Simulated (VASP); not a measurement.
Wanted: the native input for a VASP 6.6.1 run.

* Task: single point
* Functional: PBE
* Potentials or basis: VASP PAW PBE potentials, release 64 (In_d)
* Cutoff: 520 eV
* k mesh: 12 × 12 × 7
* Occupations: fermi-dirac, width 0.1 eV
* Spin: no spin polarisation
* Dipole correction: no
* Further INCAR settings: ALGO = Normal; EDIFF = 1e-07; NBANDS = 20

The structure of In lies in POSCAR:

```
In
1.0
    3.5309632590      0.0000000000      0.0000000000
   -1.7654816295      3.0579038821      0.0000000000
    0.0000000000      0.0000000000      5.7387581567
In
2
Direct
    0.3333333333      0.6666666667      0.2500000000
    0.6666666667      0.3333333333      0.7500000000
```

This cell differs from its parent crystal: volume scaled by 1.12.

The input as run:

INCAR

```
SYSTEM = In
PREC = Accurate
ENCUT = 520
EDIFF = 1E-7
ISMEAR = -1
SIGMA = 0.1
LREAL = .False.
LASPH = .True.
NELM = 80
ALGO = Normal
ISIF = 2
LWAVE = .False.
LCHARG = .True.
GGA = PE
LELF = .True.
LVHAR = .True.
NBANDS = 20
```

KPOINTS

```
Automatic mesh
0
Gamma
  12 12 7
  0 0 0
```

Potentials or basis: VASP PAW PBE potentials, release 64 (In_d).

Launch:

```sh
$ cat potpaw_PBE.64/In_d/POTCAR > POTCAR
$ mpirun -np 1 vasp_std > vasp.out
```

It gave:

| Item | Value |
| --- | --- |
| Pressure | -2.9 GPa |
| Band gap on the k mesh | zero (band 13 reaches 8.05 eV, above the bottom of band 14 at 3.93 eV) |

Caveat: spin-orbit coupling is left out, which moves the levels of the heavy elements.

It took 61 s on 1 thread of Intel(R) Xeon(R) 6975P-C (Granite Rapids), with other jobs on the host, peak memory 0.22 GiB.
